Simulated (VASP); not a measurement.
# Cl (I4_1/amd) in VASP: a series of runs, part 2 of 2

VASP 6.6.1. The steps go on from the part before.

### Step 5. Single point, PBE (21.29 Å³/atom)

This run uses another cell than the first one, of 21.29 Å³/atom.

INCAR

```
SYSTEM = Cl
ALGO = Normal
EDIFF = 1E-7
ENCUT = 520
GGA = PE
ISIF = 2
ISMEAR = -1
LASPH = .TRUE.
LCHARG = .FALSE.
LREAL = .FALSE.
LWAVE = .FALSE.
NBANDS = 14
NELM = 60
PREC = Accurate
SIGMA = 0.08
```

KPOINTS

```
k-points
0
G
  16 16 16
  0 0 0
```

POSCAR

```
Cl
1.0
   -2.5404915600      2.5404915600      1.6490679255
    2.5404915600     -2.5404915600      1.6490679255
    2.5404915600      2.5404915600     -1.6490679255
Cl
2
Direct
   -0.3750000000     -0.1250000000     -0.2500000000
    0.3750000000      0.1250000000      0.2500000000
```

Potentials or basis: VASP PAW PBE potentials, release 64 (Cl).

Command:

```
> cat potpaw_PBE.64/Cl/POTCAR > POTCAR
> mpirun -np 1 vasp_std > vasp.out
```

OUTCAR:

```text
SYSTEM = Cl
   EDIFF = 1E-7
   ENCUT = 520
   GGA = PE
   ISIF = 2
   ISMEAR = -1
   LASPH = .TRUE.
   LREAL = .FALSE.
   NELM = 60
   PREC = Accurate

 ion  position               nearest neighbor table
   1  0.625  0.875  0.750-
   2  0.375  0.125  0.250-

  LATTYP: Found a body centered tetragonal cell.
 ALAT       =     5.0809831200
 C/A-ratio  =     0.6491137194

  Lattice vectors:

 A1 = (  -2.5404915600,   2.5404915600,   1.6490679255)
 A2 = (   2.5404915600,  -2.5404915600,   1.6490679255)
 A3 = (   2.5404915600,   2.5404915600,  -1.6490679255)

Analysis of symmetry for initial positions (statically):
=====================================================================
 Subroutine PRICEL returns:
 Original cell was already a primitive cell.

 Routine SETGRP: Setting up the symmetry group for a
 body centered tetragonal supercell.

 Subroutine GETGRP returns: Found 16 space group operations
 (whereof  4 operations were pure point group operations)
 out of a pool of 16 trial point group operations.

The static configuration has the point symmetry C_2h.
 The point group associated with its full space group is D_4h.

Analysis of symmetry for dynamics (positions and initial velocities):
=====================================================================
 Subroutine PRICEL returns:
 Original cell was already a primitive cell.

 Routine SETGRP: Setting up the symmetry group for a
 body centered tetragonal supercell.

 Subroutine GETGRP returns: Found 16 space group operations
 (whereof  4 operations were pure point group operations)
 out of a pool of 16 trial point group operations.

The dynamic configuration has the point symmetry C_2h.
 The point group associated with its full space group is D_4h.

 Subroutine INISYM returns: Found 16 space group operations
 (whereof  4 operations are pure point group operations),
 and found     1 'primitive' translations

----------------------------------------------------------------------------------------

                                     Primitive cell

  volume of cell :      42.5730

  direct lattice vectors                    reciprocal lattice vectors
    -2.540491560  2.540491560  1.649067926     0.000000000  0.196812305  0.303201580
     2.540491560 -2.540491560  1.649067926     0.196812305  0.000000000  0.303201580
     2.540491560  2.540491560 -1.649067926     0.196812305  0.196812305  0.000000000

  length of vectors
     3.953178437  3.953178437  3.953178437     0.361477913  0.361477913  0.278334631

  position of ions in fractional coordinates (direct lattice)
     0.625000000  0.875000000  0.750000000
     0.375000000  0.125000000  0.250000000

  ion indices of the primitive-cell ions
   primitive index   ion index
                 1           1
                 2           2

----------------------------------------------------------------------------------------

 KPOINTS: k-points

Automatic generation of k-mesh.
 Grid dimensions read from file:
 generate k-points for:   16   16   16

 Generating k-lattice:

  Cartesian coordinates                     Fractional coordinates (reciprocal lattice)
     0.000000000  0.012300769  0.018950099     0.062500000  0.000000000  0.000000000
     0.012300769  0.000000000  0.018950099     0.000000000  0.062500000  0.000000000
     0.012300769  0.012300769  0.000000000     0.000000000  0.000000000  0.062500000

  Length of vectors
     0.022592370  0.022592370  0.017395914

  Shift w.r.t. Gamma in fractional coordinates (k-lattice)
     0.000000000  0.000000000  0.000000000

 Subroutine IBZKPT returns following result:
 ===========================================

 Found    349 irreducible k-points:

 Following reciprocal coordinates:
            Coordinates               Weight
  0.000000  0.000000  0.000000      1.000000
  0.062500 -0.000000  0.000000      8.000000
  0.125000 -0.000000  0.000000      8.000000
  0.187500 -0.000000  0.000000      8.000000
  0.250000 -0.000000  0.000000      8.000000
  0.312500 -0.000000  0.000000      8.000000
[... 16 lines left out ...]
 -0.125000  0.062500  0.000000     16.000000
 -0.062500  0.062500  0.000000      4.000000
 [... further k-points ...]
   k-points           NKPTS =    349   k-points in BZ     NKDIM =    349   number of bands    NBANDS=     14
   number of dos      NEDOS =    301   number of ions     NIONS =      2
   total plane-waves  NPLWV =  27000
   dimension x,y,z NGX =    30 NGY =   30 NGZ =   30
   dimension x,y,z NGXF=    60 NGYF=   60 NGZF=   60
   ions per type =               2
   NGX,Y,Z   is equivalent  to a cutoff of  12.62, 12.62, 12.62 a.u.
   NGXF,Y,Z  is equivalent  to a cutoff of  25.23, 25.23, 25.23 a.u.
 SYSTEM =  Cl
   PREC   = accura    normal or accurate (medium, high low for compatibility)
   ISTART =      0    job   : 0-new  1-cont  2-samecut
   ICHARG =      2    charge: 1-file 2-atom 10-const
   ISPIN  =      1    spin polarized calculation?
   LNONCOLLINEAR =      F non collinear calculations
   LSORBIT =      F    spin-orbit coupling
   LASPH  =      T    aspherical Exc in radial PAW
   ENCUT  =  520.0 eV  38.22 Ry    6.18 a.u.   7.35  7.35  7.35*2*pi/ulx,y,z
   NELM   =     60;   NELMIN=  2; NELMDL= -5     # of ELM steps
   EDIFF  = 0.1E-06   stopping-criterion for ELM
   LREAL  =      F    real-space projection
   EDIFFG = 0.1E-05   stopping-criterion for IOM
   NSW    =      0    number of steps for IOM
   IBRION =     -1    ionic relax: 0-MD 1-quasi-New 2-CG
   NFREE  =      0    steps in history (QN), initial steepest desc. (CG)
   ISIF   =      2    stress and relaxation
   ISYM   =      2    0-nonsym 1-usesym 2-fastsym
   POTIM  = 0.5000    time-step for ionic-motion
   TEBEG  =    0.0;   TEEND  =   0.0 temperature during run
   PSTRESS=    0.0 pullay stress
   NELECT =      14.0000    total number of electrons
   NUPDOWN=      -1.0000    fix difference up-down
   EMIN   =  10.00;   EMAX   =-10.00  energy-range for DOS
   EFERMI =   0.00;   METHOD = LEGACY
   ISMEAR =    -1;   SIGMA  =   0.08  broadening in eV -4-tet -1-fermi 0-gaus
   EFERMI_NEDOS =   21; number of points for ismear=-14 and -15
   IALGO  =     38    algorithm
   IMIX   =      4    mixing-type and parameters
     AMIX     =   0.40;   BMIX     =  1.00
     AMIX_MAG =   1.60;   BMIX_MAG =  1.00
  volume/ion in A,a.u.               =      21.29       143.65
  Fermi-wavevector in a.u.,A,eV,Ry     =   1.129985  2.135363 17.372830  1.276867
  Thomas-Fermi vector in A             =   2.266680
   LORBIT       =      0    0 simple, 1 ext, 2 COOP (PROOUT), +10 PAW based schemes
   GGA     = PE    functional components
   LHFCALC =     F    Hartree Fock is set to
   AEXX    =    0.0000 exact exchange contribution
   IVDW    =     0    specifies the selected vdW correction
   LEPSILON=     F    determine dielectric tensor
   LRPA    =     F    only Hartree local field effects (RPA)
 non-spin polarized calculation
  energy-cutoff  :      520.00
  volume of cell :       42.57
 maximum number of plane-waves:      1177
 NGX is ok and might be reduce to    30
   NGX = 15   NGY = 15   NGZ = 15

 number of electron      14.0000004 magnetization

 Free energy of the ion-electron system (eV)
  ---------------------------------------------------
  ext. energy  EPLUGINS =         0.00000000
  ---------------------------------------------------
  free energy    TOTEN  =        -2.19010169 eV

  energy without entropy =       -2.12208082  energy(sigma->0) =       -2.15609126

 E-fermi :   2.4536     XC(G=0):  -9.3855

 val. band max:        2.4499017080   @ k =  -0.2500  -0.3125   0.0625
 cond. band min:       2.4566537432   @ k =  -0.0625  -0.3125   0.0625
 fundamental gap:      0.0067520352
 Fermi energy:         2.4535748810

 k-point     1 :       0.0000    0.0000    0.0000
  band No.  band energies     occupation
      1     -13.9351      2.00000
      2     -10.3857      2.00000
      3      -1.7438      2.00000
      4      -1.7438      2.00000
      5       1.4208      2.00000
      6       1.5206      1.99998
      7       2.7320      0.05978
      8       2.7320      0.05978
      9       9.1135      0.00000
     10      10.7635      0.00000
     11      13.4038      0.00000
     12      14.1877      0.00000
     13      15.7633      0.00000
     14      15.7633      0.00000
[... 375 lines left out ...]
 k-point    24 :      -0.0625    0.0625    0.0000
  band No.  band energies     occupation
      1     -13.9085      2.00000
      2     -10.4313      2.00000
      3      -1.7201      2.00000
      4      -1.7152      2.00000
      5       1.3663      2.00000
      6       1.5256      1.99998
      7       2.6561      0.14735
      8       2.7322      0.05960
      9       9.2119      0.00000
     10      10.8454      0.00000
     11      13.2558      0.00000
     12      14.1554      0.00000
     13      15.5132      0.00000
     14      15.8334      0.00000

 [... further k-points ...]
[... 5 lines left out ...]
  --------------------------------------------------------------------------------------
  -------------------------------------------------------------------------------------
  Total        1.4073631      1.4073631      1.3949245      0.0000000     -0.0000000      0.0000000
  in kB       52.9642339     52.9642339     52.4961230      0.0000000     -0.0000000      0.0000000
  external PRESSURE =      52.8081969 kB  Pullay stress =       0.0000000 kB

 VOLUME and BASIS-vectors are now :
 -----------------------------------------------------------------------------
  energy-cutoff  :      520.00
  volume of cell :       42.57
      direct lattice vectors                 reciprocal lattice vectors
    -2.540491560  2.540491560  1.649067926     0.000000000  0.196812305  0.303201580
     2.540491560 -2.540491560  1.649067926     0.196812305  0.000000000  0.303201580
     2.540491560  2.540491560 -1.649067926     0.196812305  0.196812305  0.000000000

 POSITION                                       TOTAL-FORCE (eV/Angst)
 -----------------------------------------------------------------------------------
      2.54049      1.27025      1.23680         0.000000     -0.000000      0.000000
     -0.00000      1.27025      0.41227        -0.000000      0.000000     -0.000000
 -----------------------------------------------------------------------------------
    total drift:                                0.000000     -0.000000      0.000000

  FREE ENERGIE OF THE ION-ELECTRON SYSTEM (eV)
  ---------------------------------------------------
  free  energy   TOTEN  =        -2.1901016895 eV

  energy  without entropy=       -2.1220808207  energy(sigma->0) =       -2.15609126
```

OSZICAR:

```text
N       E                     dE             d eps       ncg     rms          rms(c)
DAV:   1     0.719324953158E+02    0.71932E+02   -0.64452E+03  9788   0.876E+02
DAV:   2     0.129723586802E+01   -0.70635E+02   -0.67164E+02 14370   0.165E+02
DAV:   3    -0.220896022125E+01   -0.35062E+01   -0.34546E+01 13162   0.388E+01
DAV:   4    -0.224089427305E+01   -0.31934E-01   -0.31923E-01 11968   0.456E+00
DAV:   5    -0.224138656900E+01   -0.49230E-03   -0.49228E-03 13348   0.562E-01    0.896E+00
DAV:   6    -0.220126507504E+01    0.40121E-01   -0.30705E-02 12780   0.102E+00    0.542E+00
DAV:   7    -0.219082542211E+01    0.10440E-01   -0.54610E-02 13186   0.136E+00    0.315E-01
DAV:   8    -0.219016381592E+01    0.66161E-03   -0.62095E-03 11596   0.466E-01    0.633E-02
DAV:   9    -0.219009596583E+01    0.67850E-04   -0.17811E-04 13048   0.814E-02    0.267E-02
DAV:  10    -0.219010394583E+01   -0.79800E-05   -0.16862E-05 12412   0.285E-02    0.123E-02
DAV:  11    -0.219010184361E+01    0.21022E-05   -0.34788E-06 13270   0.103E-02    0.296E-03
DAV:  12    -0.219010166040E+01    0.18321E-06   -0.37794E-07 12202   0.418E-03    0.888E-04
DAV:  13    -0.219010168955E+01   -0.29151E-07   -0.20895E-08  8222   0.101E-03
   1 F= -.21901017E+01 E0= -.21560913E+01  d E =-.680209E-01
```

stdout:

```text
POSCAR found type information on POSCAR Cl
 POSCAR found :  1 types and       2 ions
 scaLAPACK will be used
 LDA part: xc-table for (Slater+PW92), standard interpolation
 POSCAR, INCAR and KPOINTS ok, starting setup
 FFT: planning ... GRIDC
 FFT: planning ... GRID_SOFT
 FFT: planning ... GRID
 WAVECAR not read
 entering main loop
```

It took 5.1 min on 1 thread of Oxide Virtual Turin-like, shared host; peak memory 0.24 GiB.

What came out:

| Property | Result |
| --- | --- |
| Free energy | -2.1901 eV |
| Pressure | 5.3 GPa |
| Band gap on the k mesh | zero (bands 7 and 8 overlap by 2.03 eV) |

Caveat: the cell stands under pressure.
